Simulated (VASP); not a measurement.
Sb2Se3 (La2O3 type): electric field gradients with PBE

The system is Sb2Se3 (La2O3 type).

```xyz
5
Lattice="4.0695 0.0000 0.0000 -2.0347 3.5243 0.0000 0.0000 0.0000 10.5348" Properties=species:S:1:pos:R:3 pbc="T T T"
Sb    0.0000    2.3495    1.8957
Sb    2.0347    1.1748    8.6391
Se    0.0000    0.0000    0.0000
Se    0.0000    2.3495    7.0860
Se    2.0347    1.1748    3.4488
```

* Program: VASP 6.6.1
* Task: electric field gradients
* Functional: PBE
* Potentials or basis: VASP PAW PBE potentials, release 64 (Sb, Se)
* Cutoff: 520 eV
* k mesh: 8 × 8 × 5
* Occupations: fermi-dirac, width 0.03 eV
* Spin: no spin polarisation
* Dipole correction: no
* Further INCAR settings: ALGO = Normal; EDIFF = 1e-08; NBANDS = 22

```
Pressure                                : 0.0 GPa
Largest force                           : 0.025 eV/Å
Band gap on the k mesh                  : 0.46 eV
Largest electric field gradient by atom : Sb -11.0; Se +91.9, -39.6 (each value once) V/Å²
```

Forces in eV/Å, atoms in the order of the input:
```
Sb   0.000  0.000 -0.025
Sb   0.000  0.000  0.025
Se   0.000  0.000  0.000
Se   0.000  0.000 -0.009
Se   0.000  0.000  0.009
```

Levels at points of the mesh, in eV from the valence-band top:
```csv
k point,band 11,band 12,band 13,band 14,band 15,band 16,band 17,band 18
"(0.00, 0.00, 0.00)",-1.42,-1.12,-1.12,0.00,0.46,1.54,1.54,2.36
"(0.50, 0.00, 0.00)",-2.29,-1.71,-1.32,-0.46,1.30,2.33,2.53,3.10
```

Electric field gradients, principal values (V/Å²):
```tsv
atom	least	middle	greatest (by size)
1 Sb	5.516	5.516	-11.032
2 Sb	5.516	5.516	-11.032
3 Se	-45.926	-45.926	91.852
4 Se	19.795	19.796	-39.591
5 Se	19.795	19.796	-39.591
```

Run time: 4.6 min on 1 thread of Intel Xeon 8259CL (shared host), peak memory 0.32 GiB.

Caveat: without QUAD_EFG the Cq values of the log hold for a quadrupole moment of 1 mb, not for the nuclei; spin-orbit coupling is left out, which moves the levels of the heavy elements; an odd mesh through Γ misses points on the zone boundary, where band edges can lie; this functional lacks dispersion, which binds the layers, so the pressure and a relaxed spacing across them are unreliable.
